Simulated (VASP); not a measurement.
Wanted: the native input for a VASP 6.6.1 run.

* Task: single point
* Functional: PBEsol
* Potentials or basis: VASP PAW PBE potentials, release 64 (Eu, Mn_pv)
* Cutoff: 520 eV
* k mesh: 8 × 8 × 8
* Occupations: gaussian, width 0.05 eV
* Spin: collinear spin, ferrimagnetic start
* Starting moments: [7.4, -3.89] μB
* Dipole correction: no
* Further INCAR settings: ALGO = Normal; EDIFF = 1e-06; NBANDS = 26

The structure of EuMn lies in POSCAR:

```
EuMn
1.0
    3.5186474472      0.0000000000      0.0000000000
    0.0000000000      3.5186474472      0.0000000000
    0.0000000000      0.0000000000      3.5186474472
Eu Mn
1 1
Direct
    0.0000000000      0.0000000000      0.0000000000
    0.5000000000      0.5000000000      0.5000000000
```

One way to write it, as run:

INCAR

```
SYSTEM = EuMn
PREC     = Accurate       ! precision mode
ENCUT    = 520            ! plane-wave cutoff, eV
EDIFF    = 1E-6           ! SCF threshold, eV
ISMEAR   = 0              ! smearing method
SIGMA    = 0.05           ! smearing width, eV
LREAL    = .False.        ! projectors in reciprocal space
LASPH    = .True.         ! aspherical terms in the spheres
NELM     = 150            ! most SCF steps
ALGO     = Normal         ! electronic algorithm
ISIF     = 2              ! what is computed and relaxed
LWAVE    = .False.        ! write WAVECAR
LCHARG   = .False.        ! write CHGCAR
ISPIN    = 2              ! spin polarisation
MAGMOM   = 7.4 -3.89      ! initial moments
LORBIT   = 11             ! projections on sites
LMAXMIX  = 6              ! l up to which the mixer works
GGA      = PS             ! functional
NBANDS   = 26             ! bands
```

KPOINTS

```
regular mesh
0
Gamma
  8 8 8
  0 0 0
```

Potentials or basis: VASP PAW PBE potentials, release 64 (Eu, Mn_pv).

Launch:

```console
$ cat potpaw_PBE.64/Eu/POTCAR potpaw_PBE.64/Mn_pv/POTCAR > POTCAR
$ mpirun -np 1 vasp_std > vasp.out
```

Results of the run:

```yaml
Pressure: 0.0 GPa
Net_moment: 3.56 μB per cell
Site_moments: Eu +6.58; Mn -3.46 μB
Valence_electrons_inside_the_program's_atomic_spheres: Eu 14.79; Mn 11.53
```

Caveat: the PAW data sets were made with another functional, which shifts forces and pressure a little.

Run time: 2.2 min on 1 thread of Intel(R) Xeon(R) Platinum 8259CL CPU @ 2.50GHz (Skylake/Cascade Lake), with other jobs on the host, peak memory 0.23 GiB.
